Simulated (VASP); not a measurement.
Write the native input for VASP 6.6.1 that does the following.

| Item | Value |
| --- | --- |
| Task | single point |
| Functional | PBEsol |
| Dispersion | D4 |
| Potentials or basis | VASP PAW PBE potentials, release 64 (Cl, Li_sv) |
| Cutoff | 520 eV |
| k mesh | 9 × 9 × 9 |
| Occupations | fermi-dirac, width 0.05 eV |
| Spin | no spin polarisation |
| Dipole correction | no |
| Further INCAR settings | ALGO = Normal; EDIFF = 1e-06; NBANDS = 12 |

The structure of LiCl lies in POSCAR:

```
LiCl
1.0
    0.0000000000      2.5163016772      2.5163016772
    2.5163016772      0.0000000000      2.5163016772
    2.5163016772      2.5163016772      0.0000000000
Cl Li
1 1
Direct
    0.5000000000      0.5000000000      0.5000000000
    0.0000000000      0.0000000000      0.0000000000
```

One way to write it, as run:

INCAR

```
PREC = Accurate
ENCUT = 520
EDIFF = 1E-6
ISMEAR = -1
SIGMA = 0.05
LREAL = False
LASPH = True
NELM = 100
ALGO = Normal
ISIF = 2
LWAVE = False
LCHARG = False
GGA = PS
IVDW = 13
NBANDS = 12
```

KPOINTS

```
Automatic mesh
0
Gamma
  9 9 9
```

Potentials or basis: VASP PAW PBE potentials, release 64 (Cl, Li_sv).

The run is started by

```bash
$ cat potpaw_PBE.64/Cl/POTCAR potpaw_PBE.64/Li_sv/POTCAR > POTCAR
$ mpirun -np 1 vasp_std > vasp.out
```

Results of the run:

The band gap on the k mesh is 6.47 eV, direct. The dispersion energy per atom is -0.073 eV.

It took 5.6 s on 1 thread of Intel(R) Xeon(R) 6975P-C (Granite Rapids), with other jobs on the host, peak memory 0.15 GiB.
